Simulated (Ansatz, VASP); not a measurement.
**Li2S3: VASP beside Ansatz**

```
Li S
1.0
     4.60272    0.00000    0.00000
    -2.30136    3.98607    0.00000
     0.00000    0.00000    6.00433
Li S
2 3
Direct
  0.66667 0.33333 0.90374
  0.33333 0.66667 0.90374
  0.74955 0.00000 0.33333
  0.25045 0.25045 0.33333
  0.00000 0.74955 0.33333
```

Alike in both runs: task relaxation of cell and atoms; functional PBE; k mesh 6 × 6 × 4; occupations gaussian, width 0.1 eV; no spin polarisation.

|  | VASP | Ansatz |
| --- | --- | --- |
| version | VASP 6.6.1 | Ansatz 0.2.0 |
| potentials or method | VASP PAW PBE potentials, release 64 (Li_sv, S), cutoff 600 eV | scalar-relativistic, plane waves, PAW |
| valence electrons in the cell | 24 | 24 |

Ansatz gave:

| Property | Result |
| --- | --- |
| gap on the k mesh at the Fermi level, each at its own relaxed structure (eV) | none |
| relaxed volume (Å³/atom) | 16.19 |
| relaxed length of the cell vector where the two differ most in proportion (Å) | 3.811 |

Question: Which values does VASP return?

Answer: gap on the k mesh at the Fermi level, each at its own relaxed structure (eV): none; relaxed volume (Å³/atom): 16.20; relaxed length of the cell vector where the two differ most in proportion (Å): 3.808.

A gap of «none» marks a metal or a gap that the smearing closes.

Noted on VASP's run: the cutoff is under 1.25 times that of the potentials, so the pressure is a little rough; the volume moved by over 15 % at a fixed basis, so the end points are rough.
